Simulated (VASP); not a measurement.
Runs of VASP 6.6.1 on Cd. The structure is that of space group Fm-3m (No. 225), or close to it. The cells are those of the table. 

```tsv
task	cell	k mesh	cutoff (eV)	gap on the mesh (eV)	pressure (GPa)
single point	a = 3.137 Å, angles 60.0°, 1 atom	14 × 14 × 14	520	none	(c)
single point	a = 3.188 Å, angles 60.0°, 1 atom	16 × 16 × 16	520	none	0.3
single point	a = 3.250 Å, angles 60.0°, 1 atom	16 × 16 × 16	520	none	-1.9
single point	a = 3.137 Å, angles 60.0°, 1 atom	16 × 16 × 16	520	none	2.6
relaxation of cell and atoms	relaxed from a = 3.137 Å, angles 60.0°, 1 atom	16 × 16 × 16	600	none	0.0
single point	a = 3.156 Å, angles 60.0°, 1 atom	16 × 16 × 16	520	none	1.6
single point	a = 3.291 Å, angles 60.0°, 1 atom	16 × 16 × 16	520	none	-2.8
single point	a = 3.123 Å, angles 60.0°, 1 atom	16 × 16 × 16	520	none	(a)
single point	a = 3.089 Å, angles 60.0°, 1 atom	16 × 16 × 16	520	none	(b)
```

Alike in all rows: level PBE; potentials or basis VASP PAW PBE potentials, release 64 (Cd); no spin polarisation; smearing gaussian 0.1 eV.

Estimate the missing entries.

(a) 3.4; (b) 5.5; (c) 2.4.

A k mesh can miss the band edges, and the runs leave out spin-orbit coupling on Cd.

A gap of «none» marks levels without a gap at the run's occupations.
